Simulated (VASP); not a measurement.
Ir:

```
Ir
1.0
     2.75138    0.00000    0.00000
    -1.37569    2.38276    0.00000
     0.00000    0.00000    4.46229
Ir
2
Direct
  0.66667 0.33333 0.75000
  0.33333 0.66667 0.25000
```

```yaml
Program: VASP 6.6.1
Task: relaxation of cell and atoms
Functional: BLYP
Dispersion: D3(BJ)
Potentials_or_basis: VASP PAW PBE potentials, release 64 (Ir)
Cutoff: 600 eV
k_mesh: 10 × 10 × 5
Occupations: gaussian, width 0.15 eV
Spin: no spin polarisation
```

At the start: pressure -1.0 GPa; volume 14.63 Å³/atom.

Q: Where does the relaxation end?

A: Over 5 steps the energy falls by 2.2 meV/atom and the volume is 14.58 Å³/atom (-0.3 %); space group P6_3/mmc (No. 194, to 0.05 Å).

The path:
| step | energy change (eV) | largest force (eV/Å) | pressure (GPa) | volume (Å³) |
| --- | --- | --- | --- | --- |
| 1 | 0.0000 | 0.0000 | -0.95 | 29.25 |
| 2 | 0.0000 | 0.0000 | 3.47 | 28.88 |
| 3 | -0.0038 | 0.0000 | 1.20 | 29.07 |
| 4 | -0.0016 | 0.0000 | -2.53 | 29.39 |
| 5 | -0.0043 | 0.0000 | 0.00 | 29.17 |

Final structure:
```
Ir
1.0
     2.73613    0.00000    0.00000
    -1.36806    2.36955    0.00000
     0.00000    0.00000    4.49859
Ir
2
Direct
  0.66667 0.33333 0.75000
  0.33333 0.66667 0.25000
```

Caveat: the PAW data sets were made with another functional, which shifts forces and pressure a little; pairwise dispersion overbinds metals, which lowers pressure and volume.
